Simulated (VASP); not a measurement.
Crystal: KI.

```xyz
2
Lattice="0.0000 3.5445 3.5445 3.5445 0.0000 3.5445 3.5445 3.5445 0.0000" Properties=species:S:1:pos:R:3 pbc="T T T"
K     0.0000    0.0000    0.0000
I     3.5445    3.5445    3.5445
```

Program: VASP 6.6.1. Alike in all runs: task single point; no spin polarisation; cell as given; smearing gaussian 0.01 eV.

Q: Order these runs on this cell by their band gap on the k mesh, lowest first.
A. level PBE; potentials or basis VASP PAW PBE potentials, release 64 (K_sv, I); k mesh 4 × 4 × 4; cutoff (eV) 500
B. level LDA; potentials or basis VASP PAW LDA potentials, release 64 (K_sv, I); k mesh 6 × 6 × 6; cutoff (eV) 500
C. level r2SCAN; potentials or basis VASP PAW PBE potentials, release 64 (K_sv, I); k mesh 6 × 6 × 6; cutoff (eV) 550

A: B (3.59 eV), A (3.94 eV), C (4.58 eV).

Caveats: spin-orbit coupling is left out, which moves the levels of the heavy elements.
